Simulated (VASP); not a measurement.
Set up this calculation in VASP 6.6.1, as the native input.

| Quantity | Value |
| --- | --- |
| Task | single point |
| Functional | PBEsol |
| Potentials or basis | VASP PAW PBE potentials, release 64 (Al, Ga_d, N) |
| Cutoff | 520 eV |
| k mesh | 6 × 6 × 6 |
| Occupations | gaussian, width 0.05 eV |
| Spin | no spin polarisation |
| Dipole correction | no |
| Further INCAR settings | ALGO = Normal; EDIFF = 1e-06; NBANDS = 41 |

The structure of AlGa3N4 lies in POSCAR:

```
AlGa3N4
1.0
    4.3634828591      0.0000000000      0.0000000000
    0.0000000000      4.4675774128      0.0000000000
    0.0000000000      0.0000000000      4.4675774128
Al Ga N
1 3 4
Direct
    0.0000000000      0.0000000000      0.0000000000
    0.4631343825      0.5000000673      0.0000000000
    0.5368656175      0.0000000000      0.4999994893
    0.0000000000      0.4999999327      0.5000005107
    0.7550465856      0.7436685412      0.2335759052
    0.7550462288      0.2563311435      0.7664241363
    0.2449537297      0.7664242732      0.7436686781
    0.2449534559      0.2335760421      0.2563312804
```

This cell differs from its parent crystal: atoms displaced along a vibrational mode, the cell strained.

One way to write it, as run:

INCAR

```
PREC = Accurate
ENCUT = 520
EDIFF = 1E-6
ISMEAR = 0
SIGMA = 0.05
LREAL = False
LASPH = True
NELM = 80
ALGO = Normal
ISIF = 2
LWAVE = False
LCHARG = False
GGA = PS
NBANDS = 41
```

KPOINTS

```
regular mesh
0
Gamma
  6 6 6
```

Potentials or basis: VASP PAW PBE potentials, release 64 (Al, Ga_d, N).

The run is started by

```sh
$ cat potpaw_PBE.64/Al/POTCAR potpaw_PBE.64/Ga_d/POTCAR potpaw_PBE.64/N/POTCAR > POTCAR
$ mpirun -np 1 vasp_std > vasp.out
```

Results of the run:

The pressure is 4.2 GPa. The largest force is 1.436 eV/Å. The band gap on the k mesh is 2.36 eV.

Caveat: the cell differs from its parent crystal (atoms displaced along a vibrational mode, the cell strained); the cell stands under pressure; the PAW data sets were made with another functional, which shifts forces and pressure a little.

It took 70 s on 1 thread of Intel(R) Xeon(R) 6975P-C (Granite Rapids) (shared host), peak memory 0.26 GiB.
